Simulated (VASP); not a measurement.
A run of VASP 6.6.1:

POSCAR

```
MgO
1.0
    0.0000000000      2.1351500000      2.1351500000
    2.1351500000      0.0000000000      2.1351500000
    2.1351500000      2.1351500000      0.0000000000
Mg O
1 1
Direct
    0.0000000000      0.0000000000      0.0000000000
    0.3594946491      0.3594946491      0.5411530645
```

The input INCAR.step1:

```
SYSTEM = MgO
PREC = Accurate
ENCUT = 520
ISMEAR = 0
SIGMA = 0.05
LREAL = .False.
LASPH = .True.
NELM = 60
NBANDS = 11
GGA = PE
ALGO = Normal
EDIFF = 1E-4
LWAVE = .True.
LCHARG = .False.
```

Contents of INCAR.step2:

```
SYSTEM = MgO
PREC = Accurate
ENCUT = 520
EDIFF = 1E-6
ISMEAR = 0
SIGMA = 0.05
LREAL = .False.
LASPH = .True.
NELM = 60
ALGO = Normal
ISIF = 2
LWAVE = .False.
LCHARG = .False.
METAGGA = R2SCAN
LMIXTAU = .True.
NBANDS = 11
ISTART = 1
```

The input KPOINTS:

```
regular mesh
0
Gamma
  10 10 10
  0 0 0
```

Potentials or basis: VASP PAW PBE potentials, release 64 (Mg, O).

The run is started by

```console
$ cat potpaw_PBE.64/Mg/POTCAR potpaw_PBE.64/O/POTCAR > POTCAR
$ cp INCAR.step1 INCAR
$ mpirun -np 1 vasp_std > vasp.out
$ cp INCAR.step2 INCAR
$ mpirun -np 1 vasp_std > vasp.out
```

Hardware: 1 thread of Intel(R) Xeon(R) Platinum 8124M CPU @ 3.00GHz (Skylake/Cascade Lake), on a shared host.

Problem. How long does it take, and how much memory?

Solution. It took 2.5 min on 1 thread of Intel(R) Xeon(R) Platinum 8124M CPU @ 3.00GHz (Skylake/Cascade Lake) (shared host), peak memory 0.2 GiB. Counts: k points 282.
